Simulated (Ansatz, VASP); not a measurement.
## One calculation of CdSe, two programs

File INCAR:

```
SYSTEM = CdSe
ALGO = Normal
EDIFF = 1E-6
ENCUT = 520
GGA = PE
ISIF = 2
ISMEAR = -1
LASPH = .TRUE.
LCHARG = .TRUE.
LELF = .TRUE.
LREAL = .FALSE.
LVHAR = .TRUE.
LWAVE = .FALSE.
NBANDS = 16
NELM = 60
PREC = Accurate
SIGMA = 0.02
```

File KPOINTS:

```
k-points
0
G
  8 8 8
  0 0 0
```

Contents of POSCAR:

```
CdSe
1.0
   -0.0118620864      3.0559188783      3.0559188783
    3.0559188783     -0.0118620864      3.0559188783
    3.0559188783      3.0559188783     -0.0118620864
Cd Se
1 1
Direct
   -0.0004212414     -0.0004212414     -0.0004212414
    0.2504212414      0.2504212414      0.2504212414
```

Input for Ansatz:

```yaml
crystal:
  lattice:
    - [-0.0118620864, 3.0559188783, 3.0559188783]
    - [3.0559188783, -0.0118620864, 3.0559188783]
    - [3.0559188783, 3.0559188783, -0.0118620864]
  atoms:
    - { symbol: Cd, position: [-0.0004212414, -0.0004212414, -0.0004212414] }
    - { symbol: Se, position: [0.2504212414, 0.2504212414, 0.2504212414] }
kpoints:
  mp_grid: { grid: [8, 8, 8] }
  band_path:
    path:
      - [0.0, 0.0, 0.0]
      - [-0.5, -0.5, 0.0]
      - [-0.375, -0.375, 0.25]
      - [-0.375, 0.0, 0.375]
      - [0.0, 0.0, 0.5]
      - [-0.5, -0.25, 0.25]
    npoints: 1
hamiltonian:
  xc: pbe
scf:
  occupations: { method: fermi_dirac, width: 0.02 }
  n_extra_bands: 4
output:
  forces: true
  stress: true
  eigenvalues: true
```

Change from the starting cell: shear_111 strain -0.6%.

Alike in both runs: task single point; functional PBE; k mesh 8 × 8 × 8; occupations fermi-dirac, width 0.02 eV; no spin polarisation.

```csv
,VASP,Ansatz
version,VASP 6.6.1,Ansatz 0.2.0
potentials or method,"VASP PAW PBE potentials, release 64 (Cd, Se)","plane waves, PAW"
plane-wave cutoff (eV),520,420
valence electrons in the cell,18,36
```

Ansatz gave:

| Property | Result |
| --- | --- |
| pressure (GPa) | 1.7 |
| traceless stress, the component that is largest in VASP (GPa) | 0.08 |

Q: Estimate VASP's values.

A: Pressure (GPa): 2.0; traceless stress, the component that is largest in VASP (GPa): 0.08.

VASP's potentials hold 18 valence electrons a cell and Ansatz's 36, so a difference there can come from the potentials and not from the codes.
